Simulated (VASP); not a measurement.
# LiCl (Fm-3m) in VASP: further runs

LiCl is run at these levels: r2SCAN; tasks: relaxation of cell and atoms.

Program: VASP 6.6.1. These are calculated values, not measurements. Logs are shortened: lines on timing, memory, paths and dates and some standing lists are left out, and cuts for length are marked.

## 1. The cell of the first run

The structure is cubic, space group Fm-3m (No. 225). Conventional cell: a = 5.112 Å, b = 5.112 Å, c = 5.112 Å, α = 90.00°, β = 90.00°, γ = 90.00°. Within 3.4 Å of Li (site symmetry m-3m) lie 6 Cl at 2.56 Å. Cl (site symmetry m-3m) has 6 Li at 2.56 Å within 3.4 Å.

## 2. Relaxation of cell and atoms, r2SCAN, target pressure -2 GPa, at which the enthalpy is minimised

The input, POSCAR:

```
LiCl
1.0
    2.5561986330      2.5561986330      0.0000000000
   -2.5561986330      2.5561986330      0.0000000000
    0.0000000000      2.5561986330      2.5561986330
Li Cl
1 1
Direct
    0.0000000000      0.0000000000      0.0000000000
    0.5000000000      0.5000000000      0.0000000000
```

The input, INCAR.step1:

```
SYSTEM = LiCl
PREC = Accurate
ENCUT = 600
ISMEAR = 0
SIGMA = 0.01
LREAL = .False.
LASPH = .True.
NELM = 80
GGA = PE
ALGO = Normal
EDIFF = 1E-4
LWAVE = .True.
LCHARG = .False.
```

The input, INCAR.step2:

```
SYSTEM = LiCl
PREC = Accurate
ENCUT = 600
EDIFF = 1E-6
ISMEAR = 0
SIGMA = 0.01
LREAL = .False.
LASPH = .True.
NELM = 80
ALGO = Normal
ISIF = 3
LWAVE = .False.
LCHARG = .False.
METAGGA = R2SCAN
LMIXTAU = .True.
IBRION = 2
NSW = 100
EDIFFG = -0.002
PSTRESS = -20.0
ISTART = 1
```

The input, KPOINTS:

```
regular mesh
0
Gamma
  8 8 8
  0 0 0
```

Potentials or basis: VASP PAW PBE potentials, release 64 (Li_sv, Cl).

The run is started by

```console
cat potpaw_PBE.64/Li_sv/POTCAR potpaw_PBE.64/Cl/POTCAR > POTCAR
cp INCAR.step1 INCAR
mpirun -np 1 vasp_std > vasp.out
cp INCAR.step2 INCAR
mpirun -np 1 vasp_std > vasp.out
```

OUTCAR:

```text
SYSTEM = LiCl
   PREC = Accurate
   ENCUT = 600
   EDIFF = 1E-6
   ISMEAR = 0
   LREAL = .False.
   LASPH = .True.
   NELM = 80
   ISIF = 3
   METAGGA = R2SCAN
   IBRION = 2
   NSW = 100
   EDIFFG = -0.002
   PSTRESS = -20.0
   ISTART = 1

 ion  position               nearest neighbor table
   1  0.000  0.000  0.000-   2 2.56   2 2.56   2 2.56   2 2.56   2 2.56   2 2.56
   2  0.500  0.500  0.000-   1 2.56   1 2.56   1 2.56   1 2.56   1 2.56   1 2.56

  LATTYP: Found a face centered cubic cell.
 ALAT       =     5.1123972660

  Lattice vectors:

 A1 = (   0.0000000000,   2.5561986330,   2.5561986330)
 A2 = (   2.5561986330,   0.0000000000,   2.5561986330)
 A3 = (   2.5561986330,   2.5561986330,   0.0000000000)

Analysis of symmetry for initial positions (statically):
=====================================================================
 Subroutine PRICEL returns:
 Original cell was already a primitive cell.

 Routine SETGRP: Setting up the symmetry group for a
 face centered cubic supercell.

 Subroutine GETGRP returns: Found 48 space group operations
 (whereof 48 operations were pure point group operations)
 out of a pool of 48 trial point group operations.

The static configuration has the point symmetry O_h .

Analysis of symmetry for dynamics (positions and initial velocities):
=====================================================================
 Subroutine PRICEL returns:
 Original cell was already a primitive cell.

 Routine SETGRP: Setting up the symmetry group for a
 face centered cubic supercell.

 Subroutine GETGRP returns: Found 48 space group operations
 (whereof 48 operations were pure point group operations)
 out of a pool of 48 trial point group operations.

The dynamic configuration has the point symmetry O_h .

 Subroutine INISYM returns: Found 48 space group operations
 (whereof 48 operations are pure point group operations),
 and found     1 'primitive' translations

----------------------------------------------------------------------------------------

                                     Primitive cell

  volume of cell :      33.4052

  direct lattice vectors                    reciprocal lattice vectors
     2.556198633  2.556198633  0.000000000     0.195602953  0.195602953 -0.195602953
    -2.556198633  2.556198633  0.000000000    -0.195602953  0.195602953 -0.195602953
     0.000000000  2.556198633  2.556198633     0.000000000  0.000000000  0.391205905

  length of vectors
     3.615010775  3.615010775  3.615010775     0.338794252  0.338794252  0.391205905

  position of ions in fractional coordinates (direct lattice)
     0.000000000  0.000000000  0.000000000
     0.500000000  0.500000000  0.000000000

[... 31 lines left out ...]
 Following reciprocal coordinates:
            Coordinates               Weight
  0.000000  0.000000  0.000000      1.000000
  0.125000  0.000000  0.000000      8.000000
  0.250000  0.000000  0.000000      8.000000
  0.375000  0.000000  0.000000      8.000000
  0.500000  0.000000  0.000000      4.000000
  0.125000  0.125000  0.000000     12.000000
[... 16 lines left out ...]
  0.375000  0.250000  0.125000     48.000000
  0.500000  0.250000  0.125000     24.000000
 [... further k-points ...]
   k-points           NKPTS =     29   k-points in BZ     NKDIM =     29   number of bands    NBANDS=      9
   number of dos      NEDOS =    301   number of ions     NIONS =      2
   total plane-waves  NPLWV =  27000
   dimension x,y,z NGX =    30 NGY =   30 NGZ =   30
   dimension x,y,z NGXF=    60 NGYF=   60 NGZF=   60
   ions per type =               1   1
   NGX,Y,Z   is equivalent  to a cutoff of  13.80, 13.80, 13.80 a.u.
   NGXF,Y,Z  is equivalent  to a cutoff of  27.59, 27.59, 27.59 a.u.
 SYSTEM =  LiCl
   PREC   = accura    normal or accurate (medium, high low for compatibility)
   ISTART =      1    job   : 0-new  1-cont  2-samecut
   ICHARG =      0    charge: 1-file 2-atom 10-const
   ISPIN  =      1    spin polarized calculation?
   LNONCOLLINEAR =      F non collinear calculations
   LSORBIT =      F    spin-orbit coupling
   LASPH  =      T    aspherical Exc in radial PAW
   ENCUT  =  600.0 eV  44.10 Ry    6.64 a.u.   7.22  7.22  7.22*2*pi/ulx,y,z
   NELM   =     80;   NELMIN=  2; NELMDL=  0     # of ELM steps
   EDIFF  = 0.1E-05   stopping-criterion for ELM
   LREAL  =      F    real-space projection
   EDIFFG = -.2E-02   stopping-criterion for IOM
   NSW    =    100    number of steps for IOM
   IBRION =      2    ionic relax: 0-MD 1-quasi-New 2-CG
   NFREE  =      1    steps in history (QN), initial steepest desc. (CG)
   ISIF   =      3    stress and relaxation
   ISYM   =      2    0-nonsym 1-usesym 2-fastsym
   POTIM  = 0.5000    time-step for ionic-motion
   TEBEG  =    0.0;   TEEND  =   0.0 temperature during run
   PSTRESS=  -20.0 pullay stress
   NELECT =      10.0000    total number of electrons
   NUPDOWN=      -1.0000    fix difference up-down
   EMIN   =  10.00;   EMAX   =-10.00  energy-range for DOS
   EFERMI =   0.00;   METHOD = LEGACY
   ISMEAR =     0;   SIGMA  =   0.01  broadening in eV -4-tet -1-fermi 0-gaus
   EFERMI_NEDOS =   21; number of points for ismear=-14 and -15
   IALGO  =     38    algorithm
   IMIX   =      4    mixing-type and parameters
     AMIX     =   0.40;   BMIX     =  1.00
     AMIX_MAG =   1.60;   BMIX_MAG =  1.00
  volume/ion in A,a.u.               =      16.70       112.71
  Fermi-wavevector in a.u.,A,eV,Ry     =   1.095141  2.069517 16.317942  1.199335
  Thomas-Fermi vector in A             =   2.231460
   LORBIT       =      0    0 simple, 1 ext, 2 COOP (PROOUT), +10 PAW based schemes
   METAGGA = R2SCAN    functional components
   LHFCALC =     F    Hartree Fock is set to
   AEXX    =    0.0000 exact exchange contribution
   IVDW    =     0    specifies the selected vdW correction
   LEPSILON=     F    determine dielectric tensor
   LRPA    =     F    only Hartree local field effects (RPA)
 conjugate gradient relaxation of ions
 non-spin polarized calculation
 Gauss-broadening in eV      SIGMA  =   0.01
  energy-cutoff  :      600.00
  volume of cell :       33.41
 maximum number of plane-waves:      1139
 NGX is ok and might be reduce to    30
   NGX = 15   NGY = 15   NGZ = 15

--------------------------------------- Ionic step        1  -------------------------------------------

 number of electron      10.0000001 magnetization

 Free energy of the ion-electron system (eV)
  ---------------------------------------------------
  ext. energy  EPLUGINS =         0.00000000
  ---------------------------------------------------
  free energy    TOTEN  =       -12.58941807 eV

  energy without entropy =      -12.58941807  energy(sigma->0) =      -12.58941807

 E-fermi :   0.3187     XC(G=0):  -9.2086

 val. band max:        0.2646593023   @ k =   0.0000   0.0000   0.0000
 cond. band min:       7.6281355638   @ k =   0.0000   0.0000   0.0000
 fundamental gap:      7.3634762615
 Fermi energy:         0.3187057514
[... 698 lines left out ...]
--------------------------------------- Ionic step        4  -------------------------------------------

 number of electron      10.0000009 magnetization

 Free energy of the ion-electron system (eV)
  ---------------------------------------------------
  ext. energy  EPLUGINS =         0.00000000
  ---------------------------------------------------
  free energy    TOTEN  =       -12.57519876 eV

  energy without entropy =      -12.57519876  energy(sigma->0) =      -12.57519876

 E-fermi :   0.0173     XC(G=0):  -8.9840

 val. band max:       -0.1002282734   @ k =   0.0000   0.0000   0.0000
 cond. band min:       6.9562690186   @ k =   0.0000   0.0000   0.0000
 fundamental gap:      7.0564972920
 Fermi energy:         0.0172859930
[... 321 lines left out ...]
  energy  without entropy=      -12.5751987559  energy(sigma->0) =      -12.57519876

  enthalpy is  TOTEN    =       -13.0132123835 eV   P V=       -0.4380136275

 reached required accuracy - stopping structural energy minimisation
```

OUTCAR.step1:

```text
SYSTEM = LiCl
   PREC = Accurate
   ENCUT = 600
   ISMEAR = 0
   LREAL = .False.
   LASPH = .True.
[... 510 lines left out ...]
      0.00000      0.00000      0.00000         0.000000     -0.000000      0.000000
      0.00000      2.55620      0.00000        -0.000000      0.000000      0.000000
 -----------------------------------------------------------------------------------
    total drift:                               -0.000000      0.000000      0.000000

  FREE ENERGIE OF THE ION-ELECTRON SYSTEM (eV)
  ---------------------------------------------------
  free  energy   TOTEN  =        -7.3842371898 eV

  energy  without entropy=       -7.3842371898  energy(sigma->0) =       -7.38423719
```

Run time: 6.1 min. Hardware: 1 thread of Intel Xeon 8259CL, shared host; peak memory 0.17 GiB.

What came out:

```
Free energy                                                : -12.5752 eV
Relaxed volume                                             : 17.54 Å³/atom
Relaxed cell                                               : a = 3.675 Å, b = 3.675 Å, c = 3.675 Å, α = 60.00°, β = 60.00°, γ = 90.00°
Space group after relaxing (to 0.1 Å)                      : Fm-3m (No. 225)
Energy change on relaxing (the run minimises the enthalpy) : +7.1 meV/atom
Ionic steps                                                : 4
Pressure after relaxing                                    : -2.0 GPa
Band gap on the k mesh                                     : 7.06 eV
```

Step by step:
```csv
step,energy change (eV),largest force (eV/Å),pressure (GPa),volume (Å³)
1,0.0000,0.0000,-0.55,33.41
2,0.0044,0.0000,-1.18,34.14
3,0.0154,0.0000,-2.07,35.18
4,0.0142,0.0000,-1.99,35.09
```

Final structure:
```
Li Cl
1.0
     2.59844    2.59844    0.00000
    -2.59844    2.59844    0.00000
     0.00000    2.59844    2.59844
Li Cl
1 1
Direct
  0.00000 0.00000 0.00000
  0.50000 0.50000 0.00000
```

Caveat: the cutoff is under 1.25 times the usual one of these potentials, so pressure, stress and relaxed cells hold a basis-set (Pulay) error; the cell is relaxed towards a set pressure, so the run minimises the enthalpy, not the energy; the PAW data sets were made with another functional, which shifts forces and pressure a little. A k mesh can miss the band edges.

## 3. Relaxation of cell and atoms, r2SCAN

This run uses another cell than the first one, of 16.87 Å³/atom.

The input, POSCAR:

```
LiCl
1.0
    2.5647700000      2.5647700000      0.0000000000
   -2.5647700000      2.5647700000      0.0000000000
    0.0000000000      2.5647700000      2.5647700000
Li Cl
1 1
Direct
    0.0000000000      0.0000000000      0.0000000000
    0.5000000000      0.5000000000      0.0000000000
```

The input, INCAR.step1:

```
  ALGO = Normal
  EDIFF = 1E-4
  ENCUT = 600
  GGA = PE
  ISMEAR = -1
  LASPH = True
  LCHARG = False
  LREAL = False
  LWAVE = True
  NELM = 100
  PREC = Accurate
  SIGMA = 0.08
```

The input, INCAR.step2:

```
  ALGO = Normal
  EDIFF = 1E-6
  EDIFFG = -0.002
  ENCUT = 600
  IBRION = 2
  ISIF = 3
  ISMEAR = -1
  ISTART = 1
  LASPH = True
  LCHARG = False
  LMIXTAU = True
  LREAL = False
  LWAVE = False
  METAGGA = R2SCAN
  NELM = 100
  NSW = 100
  PREC = Accurate
  SIGMA = 0.08
```

The input, KPOINTS:

```
k-points
0
Gamma
  12 12 12
```

Potentials or basis: VASP PAW PBE potentials, release 64 (Li_sv, Cl).

The run is started by

```console
cat potpaw_PBE.64/Li_sv/POTCAR potpaw_PBE.64/Cl/POTCAR > POTCAR
cp INCAR.step1 INCAR
mpirun -np 1 vasp_std > vasp.out
cp INCAR.step2 INCAR
mpirun -np 1 vasp_std > vasp.out
```

OUTCAR:

```text
EDIFF = 1E-6
   EDIFFG = -0.002
   ENCUT = 600
   IBRION = 2
   ISIF = 3
   ISMEAR = -1
   ISTART = 1
   LASPH = True
   LREAL = False
   METAGGA = R2SCAN
   NELM = 100
   NSW = 100
   PREC = Accurate

 ion  position               nearest neighbor table
   1  0.000  0.000  0.000-   2 2.56   2 2.56   2 2.56   2 2.56   2 2.56   2 2.56
   2  0.500  0.500  0.000-   1 2.56   1 2.56   1 2.56   1 2.56   1 2.56   1 2.56

  LATTYP: Found a face centered cubic cell.
 ALAT       =     5.1295400000

  Lattice vectors:

 A1 = (   0.0000000000,   2.5647700000,   2.5647700000)
 A2 = (   2.5647700000,   0.0000000000,   2.5647700000)
 A3 = (   2.5647700000,   2.5647700000,   0.0000000000)

Analysis of symmetry for initial positions (statically):
=====================================================================
 Subroutine PRICEL returns:
 Original cell was already a primitive cell.

 Routine SETGRP: Setting up the symmetry group for a
 face centered cubic supercell.

 Subroutine GETGRP returns: Found 48 space group operations
 (whereof 48 operations were pure point group operations)
 out of a pool of 48 trial point group operations.

The static configuration has the point symmetry O_h .

Analysis of symmetry for dynamics (positions and initial velocities):
=====================================================================
 Subroutine PRICEL returns:
 Original cell was already a primitive cell.

 Routine SETGRP: Setting up the symmetry group for a
 face centered cubic supercell.

 Subroutine GETGRP returns: Found 48 space group operations
 (whereof 48 operations were pure point group operations)
 out of a pool of 48 trial point group operations.

The dynamic configuration has the point symmetry O_h .

 Subroutine INISYM returns: Found 48 space group operations
 (whereof 48 operations are pure point group operations),
[... 129 lines left out ...]
  energy-cutoff  :      600.00
  volume of cell :       33.74
 maximum number of plane-waves:      1158
 NGX is ok and might be reduce to    30
   NGX = 15   NGY = 15   NGZ = 15

--------------------------------------- Ionic step        1  -------------------------------------------

 number of electron      10.0000004 magnetization

 Free energy of the ion-electron system (eV)
  ---------------------------------------------------
  ext. energy  EPLUGINS =         0.00000000
  ---------------------------------------------------
  free energy    TOTEN  =       -12.58797493 eV

  energy without entropy =      -12.58797493  energy(sigma->0) =      -12.58797493

------------------------ aborting loop because EDIFF is reached ----------------------------------------

  FORCE on cell =-STRESS in cart. coord.  units (eV):
  Direction    XX          YY          ZZ          XY          YZ          ZX
  --------------------------------------------------------------------------------------
  -------------------------------------------------------------------------------------
  Total       -0.1827470     -0.1827470     -0.1827470     -0.0000000     -0.0000000      0.0000000
  in kB       -8.6773214     -8.6773214     -8.6773214     -0.0000000     -0.0000000      0.0000000
  external PRESSURE =      -8.6773214 kB  Pullay stress =       0.0000000 kB
[... 131 lines left out ...]
--------------------------------------- Ionic step        5  -------------------------------------------

 number of electron       9.9999997 magnetization

 Free energy of the ion-electron system (eV)
  ---------------------------------------------------
  ext. energy  EPLUGINS =         0.00000000
  ---------------------------------------------------
  free energy    TOTEN  =       -12.59077031 eV

  energy without entropy =      -12.59077031  energy(sigma->0) =      -12.59077031

 E-fermi :   2.1911     XC(G=0):  -9.2773

 val. band max:        0.3786587195   @ k =   0.0833   0.0833   0.0000
 cond. band min:       7.8389430996   @ k =   0.0000   0.0000   0.0000
 fundamental gap:      7.4602843800
 Fermi energy:         2.1910674011

 k-point     1 :       0.0000    0.0000    0.0000
  band No.  band energies     occupation
      1     -44.3985      2.00000
      2     -13.6949      2.00000
      3       0.3785      2.00000
      4       0.3786      2.00000
      5       0.3786      2.00000
      6       7.8389      0.00000
      7      13.0604      0.00000
      8      13.0604      0.00000
      9      13.0605      0.00000
[... 265 lines left out ...]
 k-point    24 :      -0.4167    0.1667    0.0000
  band No.  band energies     occupation
      1     -44.3956      2.00000
      2     -13.1046      2.00000
      3      -2.0570      2.00000
      4      -0.3847      2.00000
      5      -0.1962      2.00000
      6       9.2105      0.00000
      7      10.6315      0.00000
      8      12.1270      0.00000
      9      12.3889      0.00000

 [... further k-points ...]

------------------------ aborting loop because EDIFF is reached ----------------------------------------

  FORCE on cell =-STRESS in cart. coord.  units (eV):
  Direction    XX          YY          ZZ          XY          YZ          ZX
  --------------------------------------------------------------------------------------
  -------------------------------------------------------------------------------------
  Total       -0.0003662     -0.0003662     -0.0003662      0.0000000      0.0000000     -0.0000000
  in kB       -0.0178247     -0.0178247     -0.0178247      0.0000000      0.0000000     -0.0000000
  external PRESSURE =      -0.0178247 kB  Pullay stress =       0.0000000 kB
[... 17 lines left out ...]
  FREE ENERGIE OF THE ION-ELECTRON SYSTEM (eV)
  ---------------------------------------------------
  free  energy   TOTEN  =       -12.5907703053 eV

  energy  without entropy=      -12.5907703052  energy(sigma->0) =      -12.59077031

 reached required accuracy - stopping structural energy minimisation
```

Run time: 11 min. Hardware: 1 thread of Oxide Virtual Turin-like, shared host; peak memory 0.15 GiB.

What came out:

```yaml
Free_energy: -12.5908 eV
Relaxed_volume: 16.46 Å³/atom
Relaxed_cell: a = 3.597 Å, b = 3.597 Å, c = 3.597 Å, α = 60.00°, β = 60.00°, γ = 90.00°
Space_group_after_relaxing_to_0.1_Å: Fm-3m (No. 225)
Energy_gained_by_relaxing: 1.4 meV/atom
Ionic_steps: 5
Pressure_after_relaxing: 0.0 GPa
Band_gap_on_the_k_mesh: 7.46 eV
```

The path:
```
step  energy change (eV)  largest force (eV/Å)  pressure (GPa)  volume (Å³)
   1              0.0000                0.0000           -0.87        33.74
   2             -0.0021                0.0000           -0.43        33.30
   3             -0.0025                0.0000           -0.26        33.15
   4             -0.0028                0.0000            0.09        32.84
   5             -0.0028                0.0000            0.00        32.92
```

Final structure:
```
CELL_PARAMETERS angstrom
2.54367 2.54367 0.00000
-2.54367 2.54367 0.00000
0.00000 2.54367 2.54367
ATOMIC_POSITIONS crystal
Li 0.00000 0.00000 0.00000
Cl 0.50000 0.50000 0.00000
```

Levels at points of the mesh, in eV from the valence-band top:
```csv
k point,band 2,band 3,band 4,band 5,band 6,band 7,band 8,band 9
"(0.00, 0.00, 0.00)",-14.07,0.00,0.00,0.00,7.46,12.68,12.68,12.68
"(0.50, 0.00, 0.00)",-13.46,-2.94,-0.29,-0.29,7.56,10.32,10.32,14.49
"(0.50, 0.50, 0.00)",-13.19,-3.05,-1.17,-1.17,8.83,8.89,13.80,15.62
```

Caveat: the cutoff is under 1.25 times the usual one of these potentials, so pressure, stress and relaxed cells hold a basis-set (Pulay) error; the PAW data sets were made with another functional, which shifts forces and pressure a little. A k mesh can miss the band edges.
